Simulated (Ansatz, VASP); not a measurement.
**CaO: VASP beside Ansatz**

Contents of INCAR:

```
SYSTEM = CaO
PREC     = Accurate       ! precision mode
ENCUT    = 600            ! plane-wave cutoff, eV
EDIFF    = 1E-6           ! SCF threshold, eV
ISMEAR   = -1             ! smearing method
SIGMA    = 0.05           ! smearing width, eV
LREAL    = .FALSE.        ! projectors in reciprocal space
LASPH    = .TRUE.         ! aspherical terms in the spheres
NELM     = 120            ! most SCF steps
ALGO     = Normal         ! electronic algorithm
ISIF     = 2              ! what is computed and relaxed
LWAVE    = .FALSE.        ! write WAVECAR
LCHARG   = .FALSE.        ! write CHGCAR
GGA      = LIBXC          ! functional
LIBXC1   = GGA_X_B88    
LIBXC2   = GGA_C_PBE    
NBANDS   = 15             ! bands
GGA_COMPAT= .FALSE.
```

Contents of KPOINTS:

```
regular mesh
0
G
  10 10 10
  0 0 0
```

POSCAR

```
CaO
1.0
    0.0000000000      2.4035556960      2.4035556960
    2.4035556960      0.0000000000      2.4035556960
    2.4035556960      2.4035556960      0.0000000000
Ca O
1 1
Direct
    0.0000000000      0.0000000000      0.0000000000
    0.5000000000      0.5000000000      0.5000000000
```

The input input.yaml:

```yaml
crystal:
  lattice:
    - [0.0, 2.403555696, 2.403555696]
    - [2.403555696, 0.0, 2.403555696]
    - [2.403555696, 2.403555696, 0.0]
  atoms:
    - { symbol: Ca, position: [0.0, 0.0, 0.0] }
    - { symbol: O, position: [0.5, 0.5, 0.5] }
hamiltonian:
  xc: { exchange: b88, correlation: pbe }
  pseudopotentials: { kind: paw }
kpoints:
  mp_grid: { grid: [10, 10, 10] }
  band_path:
    path:
      - [[0.0, 0.0, 0.0], [0.5, 0.0, 0.5], [0.5, 0.25, 0.75], [0.375, 0.375, 0.75], [0.0, 0.0, 0.0], [0.5, 0.5, 0.5], [0.625, 0.25, 0.625], [0.5, 0.25, 0.75], [0.5, 0.5, 0.5], [0.375, 0.375, 0.75]]
      - [[0.625, 0.25, 0.625], [0.5, 0.0, 0.5]]
    npoints: 14
scf:
  occupations: { method: fermi_dirac, width: 0.05 }
  n_extra_bands: 6
output:
  forces: true
  stress: true
  eigenvalues: true
  fatbands: false
  write_density: true
  write_potential: true
  elf: true
  volumetric_format: npy
```

Alike in both runs: functional b88 exchange, pbe correlation; k mesh 10 × 10 × 10; occupations fermi-dirac, width 0.05 eV; no spin polarisation.

```csv
,VASP,Ansatz
version,VASP 6.6.1,Ansatz 0.2.0
potentials or method,"VASP PAW PBE potentials, release 64 (Ca_sv, O)",Ansatz PAW
plane-wave cutoff (eV),600,420
valence electrons in the cell,16,16
task,single point,band structure
```

Ansatz gave:

```
gap on the k mesh at the Fermi level (eV) : 3.68
least direct gap on the mesh (eV)         : 4.06
pressure (GPa)                            : 1.5
```

Question: Estimate VASP's values.

Answer: gap on the k mesh at the Fermi level (eV): 3.66; least direct gap on the mesh (eV): 4.04; pressure (GPa): 1.9.

VASP's potentials were made for PBE, not for b88 exchange, pbe correlation.
